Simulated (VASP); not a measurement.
# BP (F-43m) in VASP: further runs

The runs below take BP through single point, with PBE.

Everything below comes from runs of VASP 6.6.1. Logs are shortened: lines on timing, memory, paths and dates and some standing lists are left out, and cuts for length are marked.

## 1. The cell of the first run

Symmetry: F-43m, No. 216, cubic system. Conventional cell: a = 4.414 Å, b = 4.414 Å, c = 4.414 Å, α = 90.00°, β = 90.00°, γ = 90.00°. Within 2.5 Å of B (site symmetry -43m) lie 4 P at 1.91 Å. Within 2.5 Å of P (site symmetry -43m) lie 4 B at 1.91 Å.

## 2. Single point, PBE

INCAR reads:

```
SYSTEM = BP
PREC = Accurate ; ENCUT = 500
EDIFF = 1E-6 ; ISMEAR = 0
SIGMA = 0.01 ; LREAL = .FALSE.
LASPH = .TRUE. ; NELM = 120
ALGO = Normal ; ISIF = 2
LWAVE = .FALSE. ; LCHARG = .TRUE.
GGA = PE ; LELF = .TRUE.
LVHAR = .TRUE. ; NBANDS = 11
GGA_COMPAT = .FALSE.
```

KPOINTS reads:

```
regular mesh
0
G
  6 6 6
  0 0 0
```

POSCAR reads:

```
BP
1.0
    0.0000000000      2.2068040467      2.2068040467
    2.2068040467      0.0000000000      2.2068040467
    2.2068040467      2.2068040467      0.0000000000
B P
1 1
Direct
    0.0000000000      0.0000000000      0.0000000000
    0.2500000000      0.2500000000      0.2500000000
```

Potentials or basis: VASP PAW PBE potentials, release 64 (B, P).

Started as:

```
$ cat potpaw_PBE.64/B/POTCAR potpaw_PBE.64/P/POTCAR > POTCAR
$ mpirun -np 1 vasp_std > vasp.out
```

OUTCAR:

```text
SYSTEM = BP
   PREC = Accurate
   ENCUT = 500
   EDIFF = 1E-6
   ISMEAR = 0
   LREAL = .FALSE.
   LASPH = .TRUE.
   NELM = 120
   ISIF = 2
   GGA = PE

 ion  position               nearest neighbor table
   1  0.000  0.000  0.000-   2 1.91   2 1.91   2 1.91   2 1.91
   2  0.250  0.250  0.250-   1 1.91   1 1.91   1 1.91   1 1.91

  LATTYP: Found a face centered cubic cell.
 ALAT       =     4.4136080934

  Lattice vectors:

 A1 = (   0.0000000000,   2.2068040467,   2.2068040467)
 A2 = (   2.2068040467,   0.0000000000,   2.2068040467)
 A3 = (   2.2068040467,   2.2068040467,   0.0000000000)

Analysis of symmetry for initial positions (statically):
=====================================================================
 Subroutine PRICEL returns:
 Original cell was already a primitive cell.

 Routine SETGRP: Setting up the symmetry group for a
 face centered cubic supercell.

 Subroutine GETGRP returns: Found 24 space group operations
 (whereof 24 operations were pure point group operations)
 out of a pool of 48 trial point group operations.

The static configuration has the point symmetry T_d .

Analysis of symmetry for dynamics (positions and initial velocities):
=====================================================================
 Subroutine PRICEL returns:
 Original cell was already a primitive cell.

 Routine SETGRP: Setting up the symmetry group for a
 face centered cubic supercell.

 Subroutine GETGRP returns: Found 24 space group operations
 (whereof 24 operations were pure point group operations)
 out of a pool of 48 trial point group operations.

The dynamic configuration has the point symmetry T_d .

 Subroutine INISYM returns: Found 24 space group operations
 (whereof 24 operations are pure point group operations),
 and found     1 'primitive' translations

----------------------------------------------------------------------------------------

                                     Primitive cell

  volume of cell :      21.4942

  direct lattice vectors                    reciprocal lattice vectors
     0.000000000  2.206804047  2.206804047    -0.226571997  0.226571997  0.226571997
     2.206804047  0.000000000  2.206804047     0.226571997 -0.226571997  0.226571997
     2.206804047  2.206804047  0.000000000     0.226571997  0.226571997 -0.226571997

  length of vectors
     3.120892212  3.120892212  3.120892212     0.392434210  0.392434210  0.392434210

  position of ions in fractional coordinates (direct lattice)
     0.000000000  0.000000000  0.000000000
     0.250000000  0.250000000  0.250000000

  ion indices of the primitive-cell ions
   primitive index   ion index
                 1           1
                 2           2

----------------------------------------------------------------------------------------

 KPOINTS: regular mesh

Automatic generation of k-mesh.
 Grid dimensions read from file:
 generate k-points for:    6    6    6

 Generating k-lattice:

  Cartesian coordinates                     Fractional coordinates (reciprocal lattice)
    -0.037762000  0.037762000  0.037762000     0.166666667  0.000000000  0.000000000
     0.037762000 -0.037762000  0.037762000     0.000000000  0.166666667  0.000000000
     0.037762000  0.037762000 -0.037762000     0.000000000  0.000000000  0.166666667

  Length of vectors
     0.065405702  0.065405702  0.065405702

  Shift w.r.t. Gamma in fractional coordinates (k-lattice)
     0.000000000  0.000000000  0.000000000

 Subroutine IBZKPT returns following result:
 ===========================================

 Found     16 irreducible k-points:

 Following reciprocal coordinates:
            Coordinates               Weight
  0.000000  0.000000  0.000000      1.000000
  0.166667  0.000000  0.000000      8.000000
  0.333333  0.000000  0.000000      8.000000
  0.500000  0.000000  0.000000      4.000000
  0.166667  0.166667  0.000000      6.000000
  0.333333  0.166667  0.000000     24.000000
[... 8 lines left out ...]
 -0.333333  0.333333  0.166667     24.000000
 -0.333333  0.500000  0.166667     12.000000
   k-points           NKPTS =     16   k-points in BZ     NKDIM =     16   number of bands    NBANDS=     11
   number of dos      NEDOS =    301   number of ions     NIONS =      2
   total plane-waves  NPLWV =  13824
   dimension x,y,z NGX =    24 NGY =   24 NGZ =   24
   dimension x,y,z NGXF=    48 NGYF=   48 NGZF=   48
   ions per type =               1   1
   NGX,Y,Z   is equivalent  to a cutoff of  12.78, 12.78, 12.78 a.u.
   NGXF,Y,Z  is equivalent  to a cutoff of  25.57, 25.57, 25.57 a.u.
 SYSTEM =  BP
   PREC   = accura    normal or accurate (medium, high low for compatibility)
   ISTART =      0    job   : 0-new  1-cont  2-samecut
   ICHARG =      2    charge: 1-file 2-atom 10-const
   ISPIN  =      1    spin polarized calculation?
   LNONCOLLINEAR =      F non collinear calculations
   LSORBIT =      F    spin-orbit coupling
   LASPH  =      T    aspherical Exc in radial PAW
   ENCUT  =  500.0 eV  36.75 Ry    6.06 a.u.   5.69  5.69  5.69*2*pi/ulx,y,z
   NELM   =    120;   NELMIN=  2; NELMDL= -5     # of ELM steps
   EDIFF  = 0.1E-05   stopping-criterion for ELM
   LREAL  =      F    real-space projection
   EDIFFG = 0.1E-04   stopping-criterion for IOM
   NSW    =      0    number of steps for IOM
   IBRION =     -1    ionic relax: 0-MD 1-quasi-New 2-CG
   NFREE  =      0    steps in history (QN), initial steepest desc. (CG)
   ISIF   =      2    stress and relaxation
   ISYM   =      2    0-nonsym 1-usesym 2-fastsym
   POTIM  = 0.5000    time-step for ionic-motion
   TEBEG  =    0.0;   TEEND  =   0.0 temperature during run
   PSTRESS=    0.0 pullay stress
   NELECT =       8.0000    total number of electrons
   NUPDOWN=      -1.0000    fix difference up-down
   EMIN   =  10.00;   EMAX   =-10.00  energy-range for DOS
   EFERMI =   0.00;   METHOD = LEGACY
   ISMEAR =     0;   SIGMA  =   0.01  broadening in eV -4-tet -1-fermi 0-gaus
   EFERMI_NEDOS =   21; number of points for ismear=-14 and -15
   IALGO  =     38    algorithm
   IMIX   =      4    mixing-type and parameters
     AMIX     =   0.40;   BMIX     =  1.00
     AMIX_MAG =   1.60;   BMIX_MAG =  1.00
  volume/ion in A,a.u.               =      10.75        72.53
  Fermi-wavevector in a.u.,A,eV,Ry     =   1.177600  2.225341 18.867761  1.386741
  Thomas-Fermi vector in A             =   2.313944
   LORBIT       =      0    0 simple, 1 ext, 2 COOP (PROOUT), +10 PAW based schemes
   GGA     = PE    functional components
   LHFCALC =     F    Hartree Fock is set to
   AEXX    =    0.0000 exact exchange contribution
   IVDW    =     0    specifies the selected vdW correction
   LEPSILON=     F    determine dielectric tensor
   LRPA    =     F    only Hartree local field effects (RPA)
 non-spin polarized calculation
 Gauss-broadening in eV      SIGMA  =   0.01
  energy-cutoff  :      500.00
  volume of cell :       21.49
 maximum number of plane-waves:       568
   NGX = 11   NGY = 11   NGZ = 11

 number of electron       8.0000000 magnetization

 Free energy of the ion-electron system (eV)
  ---------------------------------------------------
  ext. energy  EPLUGINS =         0.00000000
  ---------------------------------------------------
  free energy    TOTEN  =       -12.81193577 eV

  energy without entropy =      -12.81193577  energy(sigma->0) =      -12.81193577

 E-fermi :   8.5164     XC(G=0): -11.2665

 val. band max:        8.4538932861   @ k =   0.0000   0.0000   0.0000
 cond. band min:       9.6086011588   @ k =   0.5000   0.5000   0.0000
 fundamental gap:      1.1547078727
 Fermi energy:         8.5164347232

 k-point     1 :       0.0000    0.0000    0.0000
  band No.  band energies     occupation
      1      -7.7718      2.00000
      2       8.4539      2.00000
      3       8.4539      2.00000
      4       8.4539      2.00000
      5      11.9893      0.00000
      6      11.9893      0.00000
      7      11.9893      0.00000
      8      17.1285      0.00000
      9      20.5618      0.00000
     10      20.8257      0.00000
     11      20.8257      0.00000

 k-point     2 :       0.1667    0.0000    0.0000
  band No.  band energies     occupation
      1      -7.2387      2.00000
      2       5.4732      2.00000
      3       7.7441      2.00000
      4       7.7441      2.00000
      5      12.7889      0.00000
      6      12.9513      0.00000
      7      12.9513      0.00000
      8      18.1559      0.00000
      9      19.5488      0.00000
     10      19.5488      0.00000
     11      21.8873      0.00000

 k-point     3 :       0.3333    0.0000    0.0000
  band No.  band energies     occupation
      1      -5.7082      2.00000
      2       1.3355      2.00000
      3       6.8989      2.00000
      4       6.8989      2.00000
      5      12.8215      0.00000
      6      13.4322      0.00000
      7      13.4322      0.00000
      8      19.0171      0.00000
      9      20.6525      0.00000
     10      20.6525      0.00000
     11      22.7723      0.00000

 k-point     4 :       0.5000    0.0000    0.0000
  band No.  band energies     occupation
      1      -4.1181      2.00000
      2      -1.1971      2.00000
      3       6.5972      2.00000
      4       6.5972      2.00000
      5      12.7439      0.00000
      6      13.2163      0.00000
      7      13.2163      0.00000
      8      18.8641      0.00000
      9      23.6326      0.00000
     10      23.6326      0.00000
     11      24.1383      0.00000

 k-point     5 :       0.1667    0.1667    0.0000
  band No.  band energies     occupation
      1      -7.0601      2.00000
      2       6.5561      2.00000
      3       6.5796      2.00000
      4       6.5796      2.00000
      5      10.9287      0.00000
      6      14.6450      0.00000
      7      14.6450      0.00000
      8      15.6515      0.00000
      9      20.0304      0.00000
     10      21.5889      0.00000
     11      22.7406      0.00000
[... 99 lines left out ...]
 k-point    13 :       0.5000    0.5000    0.0000
  band No.  band energies     occupation
      1      -2.4670      2.00000
      2      -0.5688      2.00000
      3       4.0336      2.00000
      4       4.0336      2.00000
      5       9.6086      0.00000
      6      10.0336      0.00000
      7      21.3715      0.00000
      8      21.3715      0.00000
      9      24.7355      0.00000
     10      25.7627      0.00000
     11      27.3026      0.00000

 k-point    14 :       0.5000    0.3333    0.1667
  band No.  band energies     occupation
      1      -4.3841      2.00000
      2       1.6921      2.00000
      3       3.0549      2.00000
      4       4.9314      2.00000
      5      12.5202      0.00000
      6      14.0597      0.00000
      7      15.3912      0.00000
      8      18.5435      0.00000
      9      21.8754      0.00000
     10      22.6076      0.00000
     11      27.4456      0.00000

 k-point    15 :      -0.3333    0.3333    0.1667
  band No.  band energies     occupation
      1      -2.9022      2.00000
      2      -0.1243      2.00000
      3       2.5806      2.00000
      4       4.1385      2.00000
      5      12.9602      0.00000
      6      14.4682      0.00000
      7      17.5488      0.00000
      8      18.1280      0.00000
      9      19.4585      0.00000
     10      23.9823      0.00000
     11      27.1518      0.00000

 k-point    16 :      -0.3333    0.5000    0.1667
  band No.  band energies     occupation
      1      -2.2152      2.00000
      2      -0.1545      2.00000
      3       2.7130      2.00000
      4       2.8233      2.00000
      5      12.2621      0.00000
      6      13.0469      0.00000
      7      18.0994      0.00000
      8      18.8492      0.00000
      9      22.0367      0.00000
     10      25.4168      0.00000
     11      26.0899      0.00000

------------------------ aborting loop because EDIFF is reached ----------------------------------------

  FORCE on cell =-STRESS in cart. coord.  units (eV):
  Direction    XX          YY          ZZ          XY          YZ          ZX
  --------------------------------------------------------------------------------------
  -------------------------------------------------------------------------------------
  Total        2.3062827      2.3062827      2.3062827     -0.0000000     -0.0000000     -0.0000000
  in kB      171.9102631    171.9102631    171.9102631     -0.0000000     -0.0000000     -0.0000000
  external PRESSURE =     171.9102631 kB  Pullay stress =       0.0000000 kB

 VOLUME and BASIS-vectors are now :
 -----------------------------------------------------------------------------
  energy-cutoff  :      500.00
  volume of cell :       21.49
      direct lattice vectors                 reciprocal lattice vectors
     0.000000000  2.206804047  2.206804047    -0.226571997  0.226571997  0.226571997
     2.206804047  0.000000000  2.206804047     0.226571997 -0.226571997  0.226571997
     2.206804047  2.206804047  0.000000000     0.226571997  0.226571997 -0.226571997

 POSITION                                       TOTAL-FORCE (eV/Angst)
 -----------------------------------------------------------------------------------
      0.00000      0.00000      0.00000         0.000000      0.000000     -0.000000
      1.10340      1.10340      1.10340        -0.000000     -0.000000      0.000000
 -----------------------------------------------------------------------------------
    total drift:                                0.000000      0.000000      0.000000

  FREE ENERGIE OF THE ION-ELECTRON SYSTEM (eV)
  ---------------------------------------------------
  free  energy   TOTEN  =       -12.8119357728 eV

  energy  without entropy=      -12.8119357728  energy(sigma->0) =      -12.81193577
```

It took 5.2 s on 1 thread of AMD EPYC 7R13 (Zen 3), shared host; peak memory 0.1 GiB.

What came out:

- Free energy: -12.8119 eV
- Pressure: 17.2 GPa
- Band gap on the k mesh: 1.15 eV, indirect (least direct gap 3.54 eV)

A k mesh can miss the band edges.

## 3. Single point, PBE

This run uses another cell than the first one, of 11.21 Å³/atom, 1.043 times its volume.

INCAR reads:

```
PREC = Accurate ; ENCUT = 500
EDIFF = 1E-6 ; ISMEAR = 0
SIGMA = 0.01 ; LREAL = False
LASPH = True ; NELM = 120
ALGO = Normal ; ISIF = 2
LWAVE = False ; LCHARG = True
GGA = PE ; LELF = True
LVHAR = True ; NBANDS = 11
GGA_COMPAT = False
```

KPOINTS reads:

```
regular mesh
0
Gamma
  6 6 6
```

POSCAR reads:

```
BP
1.0
    0.0000000000      2.2383340787      2.2383340787
    2.2383340787      0.0000000000      2.2383340787
    2.2383340787      2.2383340787      0.0000000000
B P
1 1
Direct
    0.0000000000      0.0000000000      0.0000000000
    0.2500000000      0.2500000000      0.2500000000
```

Potentials or basis: VASP PAW PBE potentials, release 64 (B, P).

Started as:

```
$ cat potpaw_PBE.64/B/POTCAR potpaw_PBE.64/P/POTCAR > POTCAR
$ mpirun -np 1 vasp_std > vasp.out
```

OUTCAR:

```text
PREC = Accurate
   ENCUT = 500
   EDIFF = 1E-6
   ISMEAR = 0
   LREAL = False
   LASPH = True
   NELM = 120
   ISIF = 2
   GGA = PE

 ion  position               nearest neighbor table
   1  0.000  0.000  0.000-   2 1.94   2 1.94   2 1.94   2 1.94
   2  0.250  0.250  0.250-   1 1.94   1 1.94   1 1.94   1 1.94

  LATTYP: Found a face centered cubic cell.
 ALAT       =     4.4766681574

  Lattice vectors:

 A1 = (   0.0000000000,   2.2383340787,   2.2383340787)
[... 398 lines left out ...]

------------------------ aborting loop because EDIFF is reached ----------------------------------------

  FORCE on cell =-STRESS in cart. coord.  units (eV):
  Direction    XX          YY          ZZ          XY          YZ          ZX
  --------------------------------------------------------------------------------------
  -------------------------------------------------------------------------------------
  Total        1.1672206      1.1672206      1.1672206      0.0000000      0.0000000      0.0000000
  in kB       83.3794076     83.3794076     83.3794076      0.0000000      0.0000000      0.0000000
  external PRESSURE =      83.3794076 kB  Pullay stress =       0.0000000 kB

 VOLUME and BASIS-vectors are now :
 -----------------------------------------------------------------------------
  energy-cutoff  :      500.00
  volume of cell :       22.43
      direct lattice vectors                 reciprocal lattice vectors
     0.000000000  2.238334079  2.238334079    -0.223380417  0.223380417  0.223380417
     2.238334079  0.000000000  2.238334079     0.223380417 -0.223380417  0.223380417
     2.238334079  2.238334079  0.000000000     0.223380417  0.223380417 -0.223380417

 POSITION                                       TOTAL-FORCE (eV/Angst)
 -----------------------------------------------------------------------------------
      0.00000      0.00000      0.00000         0.000000      0.000000      0.000000
      1.11917      1.11917      1.11917        -0.000000     -0.000000     -0.000000
 -----------------------------------------------------------------------------------
    total drift:                                0.000000      0.000000      0.000000

  FREE ENERGIE OF THE ION-ELECTRON SYSTEM (eV)
  ---------------------------------------------------
  free  energy   TOTEN  =       -12.8859619371 eV

  energy  without entropy=      -12.8859619371  energy(sigma->0) =      -12.88596194
```

stdout:

```text
POSCAR found type information on POSCAR B P
 POSCAR found :  2 types and       2 ions
 scaLAPACK will be used
 LDA part: xc-table for (Slater+PW92), standard interpolation
 POSCAR, INCAR and KPOINTS ok, starting setup
 FFT: planning ... GRIDC
 FFT: planning ... GRID_SOFT
 FFT: planning ... GRID
 WAVECAR not read
 entering main loop
```

Run time: 4.4 s. Hardware: 1 thread of AMD EPYC 7R13 (Zen 3), shared host; peak memory 0.1 GiB.

What came out:

```
Free energy            : -12.8860 eV
Pressure               : 8.3 GPa
Band gap on the k mesh : 1.25 eV, indirect (least direct gap 3.46 eV)
```

Levels at points of the mesh, in eV from the valence-band top:
```csv
k point,band 1,band 2,band 3,band 4,band 5,band 6,band 7,band 8
"(0.00, 0.00, 0.00)",-15.83,0.00,0.00,0.00,3.46,3.46,3.46,8.00
"(0.50, 0.00, 0.00)",-12.35,-9.33,-1.81,-1.81,4.03,4.74,4.74,10.26
"(0.50, 0.50, 0.00)",-10.76,-8.80,-4.26,-4.26,1.25,1.62,12.51,12.51
```

A k mesh can miss the band edges. A hybrid or GW would open this gap; PBE tends to underestimate it.

[end of part 1 of 2]
